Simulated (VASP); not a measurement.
AlGeO3:

```
CELL_PARAMETERS angstrom
2.48456 1.43447 4.03175
-2.48456 1.43447 4.03175
0.00000 -2.86893 4.03175
ATOMIC_POSITIONS crystal
O 0.79430 0.70570 0.25000
O 0.25000 0.79430 0.70570
O 0.70570 0.25000 0.79430
O 0.20570 0.29430 0.75000
O 0.75000 0.20570 0.29430
O 0.29430 0.75000 0.20570
Ge 0.25000 0.25000 0.25000
Ge 0.75000 0.75000 0.75000
Al 0.00000 0.00000 0.00000
Al 0.50000 0.50000 0.50000
```

| Property | Result |
| --- | --- |
| Program | VASP 6.6.1 |
| Task | relaxation of the atoms |
| Functional | PBE |
| Potentials or basis | VASP PAW PBE potentials, release 64 (O, Ge_d, Al) |
| Cutoff | 520 eV |
| k mesh | 5 × 5 × 5 |
| Occupations | fermi-dirac, width 0.0328 eV |
| Spin | no spin polarisation |

At the start: pressure 35.2 GPa; volume 8.62 Å³/atom.

**Question.** Where does the relaxation end?

**Answer.** Over 7 steps the energy falls by 244.4 meV/atom at a fixed cell; space group R-3c (No. 167, to 0.1 Å) before and after.

Step by step:
```csv
step,energy change (eV),largest force (eV/Å),pressure (GPa)
1,0.0000,1.7967,35.25
2,-0.9479,1.7825,32.78
3,-2.3925,0.5125,32.51
4,-2.4208,0.3143,31.03
5,-2.4436,0.0255,31.51
6,-2.4429,0.0623,31.65
7,-2.4438,0.0032,31.55
```

Final structure:
```
O Ge Al
1.0
     2.48456    1.43447    4.03175
    -2.48456    1.43447    4.03175
     0.00000   -2.86893    4.03175
O Ge Al
6 2 2
Cartesian
  0.5325 1.4345 7.0556
  -1.5085 -0.2561 7.0556
  0.9761 -1.1784 7.0556
  -0.5325 -1.4345 5.0397
  1.5085 0.2561 5.0397
  -0.9761 1.1784 5.0397
  0.0000 0.0000 3.0238
  0.0000 0.0000 9.0714
  0.0000 -2.8689 4.0317
  0.0000 0.0000 6.0476
```
